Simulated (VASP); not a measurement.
A run of VASP 6.6.1:

File INCAR:

```
ALGO = Normal
EDIFF = 1E-6
EDIFFG = -0.01
ENCUT = 600
GGA = PS
IBRION = 2
ISIF = 3
ISMEAR = 0
LASPH = True
LCHARG = False
LREAL = False
LWAVE = False
NELM = 60
NSW = 80
PREC = Accurate
PSTRESS = 100.0
SIGMA = 0.01
```

The input KPOINTS:

```
k-points
0
Gamma
  7 7 7
```

The input POSCAR:

```
CaO
1.0
    0.0000000000      2.4065000000      2.4065000000
    2.4065000000      0.0000000000      2.4065000000
    2.4065000000      2.4065000000      0.0000000000
Ca O
1 1
Direct
    0.0000000000      0.0000000000      0.0000000000
    0.5000000000      0.5000000000      0.5000000000
```

Potentials or basis: VASP PAW PBE potentials, release 64 (Ca_sv, O).

The run is started by

```bash
$ cat potpaw_PBE.64/Ca_sv/POTCAR potpaw_PBE.64/O/POTCAR > POTCAR
$ mpirun -np 1 vasp_std > vasp.out
```

Hardware: 1 thread of AMD EPYC 7R43 64-Core Processor (Zen 3), on a shared host.

Q: Estimate the wall time of this run.

A: Run time: 42 s on 1 thread of AMD EPYC 7R43 64-Core Processor (Zen 3), on a shared host, peak memory 0.14 GiB. Counts: scf iterations 44, k points 20, ion steps 5.
